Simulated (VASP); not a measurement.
Write the native input for VASP 6.6.1 that does the following.

```yaml
Task: single point
Functional: LDA
Potentials_or_basis: VASP PAW LDA potentials, release 64 (Ge_d)
Cutoff: 520 eV
k_mesh: 12 × 12 × 12
Occupations: gaussian, width 0.05 eV
Spin: no spin polarisation
Dipole_correction: no
Further_INCAR_settings: ALGO = Normal; EDIFF = 1e-06; NBANDS = 21
```

The structure of Ge lies in POSCAR:

```
Ge
1.0
    0.0000000000      2.8366125000      2.8120784615
    2.8366125000      0.0000000000      2.8120784615
    2.8366125000      2.8366125000      0.0000000000
Ge
2
Direct
    0.0000000000      0.0000000000      0.0000000000
    0.2500000000      0.2500000000      0.2500000000
```

These files were run (other wordings do the same):

INCAR

```
SYSTEM = Ge
ALGO = Normal
EDIFF = 1E-6
ENCUT = 520
GGA = CA
ISIF = 2
ISMEAR = 0
LASPH = .True.
LCHARG = .True.
LELF = .True.
LREAL = .False.
LVHAR = .True.
LWAVE = .False.
NBANDS = 21
NELM = 80
PREC = Accurate
SIGMA = 0.05
```

KPOINTS

```
k-points
0
Gamma
  12 12 12
  0 0 0
```

Potentials or basis: VASP PAW LDA potentials, release 64 (Ge_d).

The run is started by

```console
$ cat potpaw_LDA.64/Ge_d/POTCAR > POTCAR
$ mpirun -np 1 vasp_std > vasp.out
```

Results of the run:

```json
{"Pressure": "-1.1 GPa", "Band gap on the k mesh": "0.07 eV"}
```

Caveat: semilocal functionals underestimate gaps, and a narrow one can read as zero.

Wall time 2.9 min on 1 thread of Intel Xeon 8259CL, with other jobs on the host, peak memory 0.24 GiB.
